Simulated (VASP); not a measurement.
**WSe2: single point with r2SCAN+D3(BJ)**

Crystal: WSe2.

```
W Se
1.0
     3.29712    0.00000    0.00000
    -1.64856    2.85539    0.00000
     0.00000    0.00000   13.07839
W Se
2 4
Direct
  0.33333 0.66667 0.25000
  0.66667 0.33333 0.75000
  0.33333 0.66667 0.62277
  0.66667 0.33333 0.12277
  0.33333 0.66667 0.87723
  0.66667 0.33333 0.37723
```

```yaml
Program: VASP 6.6.1
Task: single point
Functional: r2SCAN
Dispersion: D3(BJ)
Potentials_or_basis: VASP PAW PBE potentials, release 64 (W_sv, Se)
Cutoff: 520 eV
k_mesh: 9 × 9 × 2
Occupations: gaussian, width 0.01 eV
Spin: no spin polarisation
Dipole_correction: no
Further_INCAR_settings: ALGO = Normal; EDIFF = 1e-06; NBANDS = 35
```

- Pressure: 0.3 GPa
- Largest force: 0.045 eV/Å
- Band gap on the k mesh: 1.23 eV, indirect (least direct gap 1.61 eV)
- Dispersion energy per atom: -0.217 eV

Forces in eV/Å, atoms in the order of the input:
```
W    0.000  0.000  0.000
W    0.000  0.000  0.000
Se   0.000  0.000 -0.045
Se   0.000  0.000 -0.045
Se   0.000  0.000  0.045
Se   0.000  0.000  0.045
```

Levels at points of the mesh, in eV from the valence-band top:
```tsv
k point	band 22	band 23	band 24	band 25	band 26	band 27	band 28	band 29	band 30	band 31
(0.00, 0.00, 0.00)	-1.68	-1.68	-1.26	-1.07	0.00	2.75	2.75	2.79	2.79	2.85
(0.00, 0.00, 0.50)	-1.70	-1.70	-1.70	-0.25	-0.25	2.76	2.76	2.76	2.76	2.96
```

Wall time 6 min on 1 thread of Intel(R) Xeon(R) Platinum 8259CL CPU @ 2.50GHz (Skylake/Cascade Lake) (shared host), peak memory 0.34 GiB.

Caveat: the PAW data sets were made with another functional, which shifts forces and pressure a little; spin-orbit coupling is left out, which moves the levels of the heavy elements. A k mesh can miss the band edges.
